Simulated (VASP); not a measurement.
Write the native input for VASP 6.6.1 that does the following.

| Item | Value |
| --- | --- |
| Task | single point |
| Functional | PBE |
| Potentials or basis | VASP PAW PBE potentials, release 64 (Cd, S) |
| Cutoff | 520 eV |
| k mesh | 8 × 8 × 8 |
| Occupations | gaussian, width 0.05 eV |
| Spin | no spin polarisation |
| Dipole correction | no |
| Further INCAR settings | ALGO = Normal; EDIFF = 1e-07; NBANDS = 16 |

The structure of CdS lies in POSCAR:

```
CdS
1.0
    0.0000000000      2.9100000000      2.6772000000
    2.9100000000      0.0000000000      2.6772000000
    2.9100000000      2.9100000000      0.0000000000
Cd S
1 1
Direct
    0.0000000000      0.0000000000      0.0000000000
    0.7500000000      0.7500000000      0.7500000000
```

This cell differs from its parent crystal: strain +0.000 along x and y, -0.080 along z.

One way to write it, as run:

INCAR

```
SYSTEM = CdS
PREC = Accurate ; ENCUT = 520
EDIFF = 1E-7 ; ISMEAR = 0
SIGMA = 0.05 ; LREAL = .False.
LASPH = .True. ; NELM = 80
ALGO = Normal ; ISIF = 2
LWAVE = .False. ; LCHARG = .False.
GGA = PE ; NBANDS = 16
```

KPOINTS

```
regular mesh
0
Gamma
  8 8 8
  0 0 0
```

Potentials or basis: VASP PAW PBE potentials, release 64 (Cd, S).

The run is started by

```console
$ cat potpaw_PBE.64/Cd/POTCAR potpaw_PBE.64/S/POTCAR > POTCAR
$ mpirun -np 1 vasp_std > vasp.out
```

Results of the run:

* Pressure: 10.3 GPa
* Band gap on the k mesh: 1.19 eV

Caveat: the cell differs from its parent crystal (strain +0.000 along x and y, -0.080 along z); the cell stands under pressure.

It took 54 s on 1 thread of Intel Xeon 8259CL (shared host), peak memory 0.2 GiB.
